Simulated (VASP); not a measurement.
Wanted: the native input for a VASP 6.6.1 run.

```
Task                   : single point
Functional             : PBEsol
Dispersion             : D3(BJ)
Potentials or basis    : VASP PAW PBE potentials, release 64 (Pt)
Cutoff                 : 520 eV
k mesh                 : 12 × 12 × 12
Occupations            : fermi-dirac, width 0.05 eV
Spin                   : no spin polarisation
Dipole correction      : no
Further INCAR settings : ALGO = Normal; EDIFF = 1e-07; NBANDS = 11
```

The structure of Pt lies in POSCAR:

```
Pt
1.0
    0.0000000000      1.9414247924      1.9414247924
    1.9414247924      0.0000000000      1.9414247924
    1.9414247924      1.9414247924      0.0000000000
Pt
1
Direct
    0.0000000000      0.0000000000      0.0000000000
```

The input as run:

INCAR

```
  PREC = Accurate
  ENCUT = 520
  EDIFF = 1E-7
  ISMEAR = -1
  SIGMA = 0.05
  LREAL = False
  LASPH = True
  NELM = 80
  ALGO = Normal
  ISIF = 2
  LWAVE = False
  LCHARG = True
  GGA = PS
  IVDW = 12
  LELF = True
  LVHAR = True
  NBANDS = 11
```

KPOINTS

```
Automatic mesh
0
Gamma
  12 12 12
```

Potentials or basis: VASP PAW PBE potentials, release 64 (Pt).

Command:

```sh
$ cat potpaw_PBE.64/Pt/POTCAR > POTCAR
$ mpirun -np 1 vasp_std > vasp.out
```

Results of the run:

```json
{
  "Pressure": "-0.4 GPa",
  "Band gap on the k mesh": "zero (band 5 reaches 12.23 eV, above the bottom of band 6 at 9.87 eV)",
  "Dispersion energy per atom": "-0.772 eV"
}
```

Caveat: the PAW data sets were made with another functional, which shifts forces and pressure a little; spin-orbit coupling is left out, which moves the levels of the heavy elements; pairwise dispersion overbinds metals, which lowers pressure and volume.

Wall time 6.1 s on 1 thread of Intel(R) Xeon(R) Platinum 8488C (Sapphire Rapids), on a shared host, peak memory 0.14 GiB.
